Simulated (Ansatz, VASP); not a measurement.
# Two plane-wave programs on Ti

File POSCAR:

```
Ti
1.0
    0.0000000000      2.0551516146      2.0140485823
    2.0551516146      0.0000000000      2.0140485823
    2.0551516146      2.0551516146      0.0000000000
Ti
1
Direct
    0.0000000000      0.0000000000      0.0000000000
```

Contents of INCAR.step1:

```
SYSTEM = Ti
PREC     = Accurate       ! precision mode
ENCUT    = 520            ! plane-wave cutoff, eV
ISMEAR   = 0              ! smearing method
SIGMA    = 0.15           ! smearing width, eV
LREAL    = .False.        ! projectors in reciprocal space
LASPH    = .True.         ! aspherical terms in the spheres
NELM     = 100            ! most SCF steps
NBANDS   = 12             ! bands
GGA      = PE             ! functional
ALGO     = Normal         ! electronic algorithm
EDIFF    = 1E-4           ! SCF threshold, eV
LWAVE    = .True.         ! write WAVECAR
LCHARG   = .False.        ! write CHGCAR
```

INCAR.step2

```
SYSTEM = Ti
PREC     = Accurate       ! precision mode
ENCUT    = 520            ! plane-wave cutoff, eV
EDIFF    = 1E-6           ! SCF threshold, eV
ISMEAR   = 0              ! smearing method
SIGMA    = 0.15           ! smearing width, eV
LREAL    = .False.        ! projectors in reciprocal space
LASPH    = .True.         ! aspherical terms in the spheres
NELM     = 100            ! most SCF steps
ALGO     = Normal         ! electronic algorithm
ISIF     = 2              ! what is computed and relaxed
LWAVE    = .False.        ! write WAVECAR
LCHARG   = .True.         ! write CHGCAR
METAGGA  = R2SCAN         ! meta-GGA
LMIXTAU  = .True.       
LELF     = .True.         ! ELF
LVHAR    = .True.       
NBANDS   = 12             ! bands
ISTART   = 1
```

The input KPOINTS:

```
Automatic mesh
0
Gamma
  26 26 26
  0 0 0
```

Input for Ansatz:

```yaml
crystal:
  lattice:
    - [0.0, 2.0551516146, 2.0140485823]
    - [2.0551516146, 0.0, 2.0140485823]
    - [2.0551516146, 2.0551516146, 0.0]
  atoms:
    - { symbol: Ti, position: [0.0, 0.0, 0.0] }
basis:
  ecutwfc: 500
kpoints:
  mp_grid: { grid: [26, 26, 26] }
hamiltonian:
  xc: r2scan
scf:
  occupations: { method: gaussian, width: 0.15 }
output:
  forces: true
  stress: true
  eigenvalues: true
```

Change from the starting cell: strain -0.0200 x Voigt [0, 0, 1, 0, 0, 0], atoms carried along.

Alike in both runs: task single point; functional r2SCAN; k mesh 26 × 26 × 26; occupations gaussian, width 0.15 eV; no spin polarisation.

|  | VASP | Ansatz |
| --- | --- | --- |
| version | VASP 6.6.1 | Ansatz 0.2.0 |
| potentials or method | VASP PAW PBE potentials, release 64 (Ti_sv), cutoff 520 eV | scalar-relativistic, plane waves, PAW |
| valence electrons in the cell | 12 | 12 |

Ansatz gave:

- gap on the k mesh at the Fermi level (eV): none
- pressure (GPa): 2.4
- traceless stress, the component that is largest in VASP (GPa): 0.45

Question: What did VASP give for the same quantities?

Answer: gap on the k mesh at the Fermi level (eV): none; pressure (GPa): 2.8; traceless stress, the component that is largest in VASP (GPa): 0.46.

VASP's potentials were made for PBE, not for r2SCAN. A gap of «none» marks a metal or a gap that the smearing closes.
